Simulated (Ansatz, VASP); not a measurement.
## CdTe in VASP and in Ansatz

File POSCAR:

```
CdTe
1.0
    0.0000000000      3.2786029500      3.2786029500
    3.2786029500      0.0000000000      3.2786029500
    3.2786029500      3.2786029500      0.0000000000
Cd Te
1 1
Direct
    0.0000000000      0.0000000000      0.0000000000
    0.2500000000      0.2500000000      0.2500000000
```

INCAR.step1

```
PREC     = Accurate       # precision mode
ENCUT    = 520            # plane-wave cutoff, eV
ISMEAR   = -1             # smearing method
SIGMA    = 0.02           # smearing width, eV
LREAL    = False          # projectors in reciprocal space
LASPH    = True           # aspherical terms in the spheres
NELM     = 60             # most SCF steps
GGA      = PE             # functional
ALGO     = Normal         # electronic algorithm
EDIFF    = 1E-4           # SCF threshold, eV
LWAVE    = True           # write WAVECAR
LCHARG   = False          # write CHGCAR
```

Contents of INCAR.step2:

```
PREC     = Accurate       # precision mode
ENCUT    = 520            # plane-wave cutoff, eV
EDIFF    = 1E-7           # SCF threshold, eV
ISMEAR   = -1             # smearing method
SIGMA    = 0.02           # smearing width, eV
LREAL    = False          # projectors in reciprocal space
LASPH    = True           # aspherical terms in the spheres
NELM     = 60             # most SCF steps
ALGO     = Normal         # electronic algorithm
ISIF     = 2              # what is computed and relaxed
LWAVE    = False          # write WAVECAR
LCHARG   = False          # write CHGCAR
METAGGA  = R2SCAN         # meta-GGA
LMIXTAU  = True         
IBRION   = 2              # ionic algorithm
NSW      = 50             # ionic steps
EDIFFG   = -0.01          # ionic threshold
ISTART   = 1
```

KPOINTS

```
regular mesh
0
Gamma
  8 8 8
```

Input for Ansatz:

```yaml
crystal:
  lattice:
    - [0.0, 3.27860295, 3.27860295]
    - [3.27860295, 0.0, 3.27860295]
    - [3.27860295, 3.27860295, 0.0]
  atoms:
    - { symbol: Cd, position: [0.0, 0.0, 0.0] }
    - { symbol: Te, position: [0.25, 0.25, 0.25] }
  symmetry: { tolerance: 0.0003 }
hamiltonian:
  xc: r2scan
  pseudopotentials: { kind: paw, azcp: { folder: soft_1 } }
basis:
  ecutwfc: 500
magnetization:
  spin_polarized: false
scf:
  occupations: { method: fermi_dirac, width: 0.02 }
kpoints:
  mp_grid: { grid: [8, 8, 8], shift: [0, 0, 0] }
  band_path:
    path:
      - [0.0, 0.0, 0.0]
      - [-0.5, -0.5, 0.0]
      - [-0.375, -0.375, 0.25]
      - [-0.375, 0.0, 0.375]
      - [0.0, 0.0, 0.0]
      - [0.0, 0.0, 0.5]
      - [-0.5, -0.25, 0.25]
      - [-0.5, -0.5, 0.0]
    npoints: 10
output:
  forces: true
  stress: true
  eigenvalues: true
  write_potential: true
  elf: true
  volumetric_format: npy
  dos: { e_range: [-12, 8], de: 0.05 }
relax:
  max_steps: 30
```

Alike in both runs: task relaxation of the atoms; functional r2SCAN; k mesh 8 × 8 × 8; occupations fermi-dirac, width 0.02 eV; no spin polarisation.

|  | VASP | Ansatz |
| --- | --- | --- |
| version | VASP 6.6.1 | Ansatz 0.2.0 |
| potentials or method | VASP PAW PBE potentials, release 64 (Cd, Te), cutoff 520 eV | PAW plane waves |
| valence electrons in the cell | 18 | 36 |

|  | VASP | Ansatz | Ansatz less VASP |
| --- | --- | --- | --- |
| gap on the k mesh at the Fermi level, each at its own relaxed structure (eV) | 1.16 | 1.16 | +0.003 |

VASP's potentials were made for PBE, not for r2SCAN. VASP's potentials hold 18 valence electrons a cell and Ansatz's 36, so a difference there can come from the potentials and not from the codes. Ansatz's warnings: stress scf threshold loose.

Neither program's run includes spin-orbit coupling. Noted on VASP's run: the relaxation stopped at its first step, so nothing moved.
